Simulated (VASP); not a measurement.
Rb:

```
CELL_PARAMETERS angstrom
7.89569 0.00000 0.00000
-3.94784 6.83787 0.00000
0.00000 0.00000 4.84006
ATOMIC_POSITIONS crystal
Rb 0.00000 0.00000 0.00000
Rb 0.33333 0.66667 0.50000
Rb 0.66667 0.33333 0.50000
```

This isn't the form of Rb at room conditions, which is bcc.

```yaml
Program: VASP 6.6.1
Task: relaxation of cell and atoms
Functional: LDA
Potentials_or_basis: VASP PAW LDA potentials, release 64 (Rb_sv)
Cutoff: 600 eV
k_mesh: 5 × 5 × 7
Occupations: fermi-dirac, width 0.1 eV
Spin: no spin polarisation
```

At the start: pressure -0.3 GPa; volume 87.10 Å³/atom.

How do energy, volume and symmetry change on relaxing?

Over 8 steps the energy falls by 9.9 meV/atom and the volume is 78.06 Å³/atom (-10.4 %); space group P6/mmm (No. 191, to 0.1 Å) before and after.

Step by step:
| step | energy change (eV) | largest force (eV/Å) | pressure (GPa) | volume (Å³) |
| --- | --- | --- | --- | --- |
| 1 | 0.0000 | 0.0000 | -0.30 | 261.31 |
| 2 | -0.0111 | 0.0000 | -0.24 | 255.15 |
| 3 | -0.0240 | 0.0000 | -0.13 | 245.05 |
| 4 | -0.0257 | 0.0000 | 0.14 | 225.64 |
| 5 | -0.0293 | 0.0000 | -0.01 | 234.75 |
| 6 | -0.0293 | 0.0000 | 0.01 | 233.84 |
| 7 | -0.0295 | 0.0000 | 0.00 | 233.93 |
| 8 | -0.0297 | 0.0000 | 0.01 | 234.18 |

Final structure:
```
CELL_PARAMETERS angstrom
7.68199 0.00000 0.00000
-3.84100 6.65280 0.00000
0.00000 0.00000 4.58224
ATOMIC_POSITIONS crystal
Rb 0.00000 0.00000 0.00000
Rb 0.33333 0.66667 0.50000
Rb 0.66667 0.33333 0.50000
```
